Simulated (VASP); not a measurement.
Set up this calculation in VASP 6.6.1, as the native input.

```
Task                   : single point
Functional             : PBEsol
Potentials or basis    : VASP PAW PBE potentials, release 64 (Zr_sv, S)
Cutoff                 : 500 eV
k mesh                 : 6 × 6 × 3
Occupations            : gaussian, width 0.01 eV
Spin                   : no spin polarisation
Dipole correction      : no
Further INCAR settings : ALGO = Normal; EDIFF = 1e-06; NBANDS = 19
```

The structure of ZrS2 lies in POSCAR:

```
ZrS2
1.0
    3.6913830000      0.0000000000      0.0000000000
   -1.8456915000      3.1968314531      0.0000000000
    0.0000000000      0.0000000000      6.0410770000
Zr S
1 2
Direct
    0.0000000000      0.0000000000      0.0000000000
    0.6666666667      0.3333333333      0.7620900000
    0.3333333333      0.6666666667      0.2379100000
```

The input as run:

INCAR

```
  PREC = Accurate
  ENCUT = 500
  EDIFF = 1E-6
  ISMEAR = 0
  SIGMA = 0.01
  LREAL = False
  LASPH = True
  NELM = 120
  ALGO = Normal
  ISIF = 2
  LWAVE = False
  LCHARG = False
  GGA = PS
  NBANDS = 19
  GGA_COMPAT = False
```

KPOINTS

```
Automatic mesh
0
Gamma
  6 6 3
```

Potentials or basis: VASP PAW PBE potentials, release 64 (Zr_sv, S).

Run with:

```sh
$ cat potpaw_PBE.64/Zr_sv/POTCAR potpaw_PBE.64/S/POTCAR > POTCAR
$ mpirun -np 1 vasp_std > vasp.out
```

Results of the run:

```yaml
Pressure: -2.4 GPa
Largest_force: 0.143 eV/Å
Band_gap_on_the_k_mesh: 1.06 eV (least direct gap 1.58 eV)
```

Caveat: the PAW data sets were made with another functional, which shifts forces and pressure a little; this functional lacks dispersion, which binds layers or chains, so the pressure and a relaxed spacing across them are unreliable.

Run time: 45 s on 1 thread of Intel Xeon 8259CL (shared host), peak memory 0.19 GiB.
